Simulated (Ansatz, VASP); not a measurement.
Two plane-wave programs on Ge2H

INCAR

```
SYSTEM = Ge2H
PREC = Accurate ; ENCUT = 520
EDIFF = 1E-6 ; ISMEAR = 0
SIGMA = 0.1 ; LREAL = .FALSE.
LASPH = .TRUE. ; NELM = 150
ALGO = Fast ; ISIF = 2
LWAVE = .FALSE. ; LCHARG = .FALSE.
ISPIN = 2 ; MAGMOM = 0 0 1
LORBIT = 11 ; LDIPOL = .TRUE.
IDIPOL = 3 ; DIPOL = 0.5 0.5 0.274
GGA = PE ; IVDW = 12
NBANDS = 26
```

File KPOINTS:

```
regular mesh
0
G
  9 9 1
  0 0 0
```

POSCAR

```
Ge2H
1.0
    4.0226895460      0.0000000000      0.0000000000
   -2.0113447730      3.4837513384      0.0000000000
    0.0000000000      0.0000000000     17.6842610184
Ge H
2 1
Direct
    0.3333333333      0.6666666667      0.2648830513
    0.6666666667      0.3333333333      0.2261898304
    0.4444444444      0.5555555556      0.3316090513
```

Input for Ansatz:

```yaml
crystal:
  lattice:
    - [4.022689546, 0.0, 0.0]
    - [-2.011344773, 3.4837513384, 0.0]
    - [0.0, 0.0, 17.6842610184]
  atoms:
    - { symbol: Ge, position: [0.3333333333, 0.6666666667, 0.2648830513] }
    - { symbol: Ge, position: [0.6666666667, 0.3333333333, 0.2261898304] }
    - { symbol: H, position: [0.4444444444, 0.5555555556, 0.3316090513], spin: 1.0 }
basis:
  ecutwfc: 420
kpoints:
  mp_grid: { grid: [9, 9, 1] }
hamiltonian:
  xc: pbe
  pseudopotentials: { kind: paw, azcp: { folder: soft_1 } }
  dispersion: d3bj
scf:
  occupations: { method: gaussian, width: 0.1 }
output:
  forces: true
  eigenvalues: true
  populations: true
magnetization:
  spin_polarized: true
efield:
  axis: 3
  dipole_correction: true
  ramp_width: 0.04
```

Alike in both runs: task single point; functional PBE; dispersion D3(BJ); k mesh 9 × 9 × 1; occupations gaussian, width 0.1 eV; collinear spin.

```csv
,VASP,Ansatz
version,VASP 6.6.1,Ansatz 0.2.0
potentials or method,"VASP PAW PBE potentials, release 64 (Ge_d, H), cutoff 520 eV","scalar-relativistic, plane waves, PAW"
valence electrons in the cell,29,29
```

```csv
,VASP,Ansatz,Ansatz less VASP
gap on the k mesh at the Fermi level (eV),none,none,-
rms of the force components (eV/Å),1.480,1.509,+0.0290
net moment per atom (μB),0.08,0.08,-0.001
size of the moment on the site where the two differ most (μB),0.08,0.06,-0.022
```

Site moments also hang on the region over which each program counts them. Atom by atom the forces differ by 0.031 eV/Å (rms over components). A gap of «none» marks a metal or a gap that the smearing closes.
